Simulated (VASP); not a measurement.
A run of VASP 6.6.1:

The input INCAR:

```
PREC = Accurate
ENCUT = 600
EDIFF = 1E-6
ISMEAR = 0
SIGMA = 0.1
LREAL = False
LASPH = True
NELM = 60
ALGO = Normal
ISIF = 3
LWAVE = False
LCHARG = False
GGA = PE
IBRION = 2
NSW = 100
EDIFFG = -0.01
```

Contents of KPOINTS:

```
Automatic mesh
0
Gamma
  10 10 10
```

File POSCAR:

```
SiTe3
1.0
   -3.0932090101      3.0932090101      3.0932090101
    3.0932090101     -3.0932090101      3.0932090101
    3.0932090101      3.0932090101     -3.0932090101
Si Te
1 3
Direct
    0.0000000000      0.0000000000      0.0000000000
    0.0000000000      0.5000000000      0.5000000000
    0.5000000000      0.0000000000      0.5000000000
    0.5000000000      0.5000000000      0.0000000000
```

Potentials or basis: VASP PAW PBE potentials, release 64 (Si, Te).

Run with:

```bash
$ cat potpaw_PBE.64/Si/POTCAR potpaw_PBE.64/Te/POTCAR > POTCAR
$ mpirun -np 1 vasp_std > vasp.out
```

Hardware: 1 thread of Intel(R) Xeon(R) Platinum 8259CL CPU @ 2.50GHz (Skylake/Cascade Lake), on a shared host.

How long does it take, and how much memory?

It took 6.6 min on 1 thread of Intel(R) Xeon(R) Platinum 8259CL CPU @ 2.50GHz (Skylake/Cascade Lake), on a shared host, peak memory 0.38 GiB. Counts: scf iterations 25, k points 47, ion steps 3.
